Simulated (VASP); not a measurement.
The system is NaH.

```
CELL_PARAMETERS angstrom
0.00000 1.98560 1.98560
1.98560 0.00000 1.98560
1.98560 1.98560 0.00000
ATOMIC_POSITIONS crystal
Na 0.00000 0.00000 0.00000
H 0.50000 0.50000 0.50000
```

```yaml
Program: VASP 6.6.1
Task: relaxation of cell and atoms
Functional: PBE
Potentials_or_basis: VASP PAW PBE potentials, release 64 (Na_pv, H)
Cutoff: 600 eV
k_mesh: 10 × 10 × 10
Occupations: fermi-dirac, width 0.02 eV
Spin: no spin polarisation
```

At the start: pressure 41.6 GPa; volume 7.83 Å³/atom.

Task: Where does the relaxation end?

Result: Over 20 steps the energy falls by 499.4 meV/atom and the volume is 13.82 Å³/atom (+76.5 %); space group Fm-3m (No. 225, to 0.1 Å) before and after.

The path:
| step | energy change (eV) | largest force (eV/Å) | pressure (GPa) | volume (Å³) |
| --- | --- | --- | --- | --- |
| 1 | 0.0000 | 0.0000 | 41.65 | 15.66 |
| 2 | -0.7791 | 0.0000 | 12.68 | 20.74 |
| 3 | -0.9682 | 0.0000 | 3.61 | 24.72 |
| 4 | -0.9125 | 0.0000 | -3.67 | 34.17 |
| 5 | -0.9973 | 0.0000 | -0.60 | 28.40 |
| 6 | -0.9987 | 0.0000 | -0.08 | 27.79 |
| 7 | -0.9986 | 0.0000 | 0.30 | 27.50 |
| 8 | -0.9986 | 0.0000 | 0.20 | 27.50 |
| 9 | -0.9986 | 0.0000 | 0.20 | 27.50 |
| 10 | -0.9986 | 0.0000 | 0.17 | 27.50 |
| 11 | -0.9986 | 0.0000 | 0.18 | 27.50 |
| 12 | -0.9986 | 0.0000 | 0.18 | 27.50 |
| 13 | -0.9986 | 0.0000 | 0.18 | 27.50 |
| 14 | -0.9987 | 0.0000 | 0.19 | 27.50 |
| 15 | -0.9987 | 0.0000 | 0.19 | 27.51 |
| 16 | -0.9987 | 0.0000 | 0.14 | 27.51 |
| 17 | -0.9987 | 0.0000 | 0.11 | 27.52 |
| 18 | -0.9987 | 0.0000 | 0.14 | 27.53 |
| 19 | -0.9987 | 0.0000 | 0.10 | 27.57 |
| 20 | -0.9987 | 0.0000 | 0.02 | 27.64 |

Final structure:
```
Na H
1.0
     0.00000    2.39966    2.39966
     2.39966    0.00000    2.39966
     2.39966    2.39966    0.00000
Na H
1 1
Direct
  0.00000 0.00000 0.00000
  0.50000 0.50000 0.50000
```

Caveat: the volume moved by over 15 % at a fixed basis, so the end points are rough.
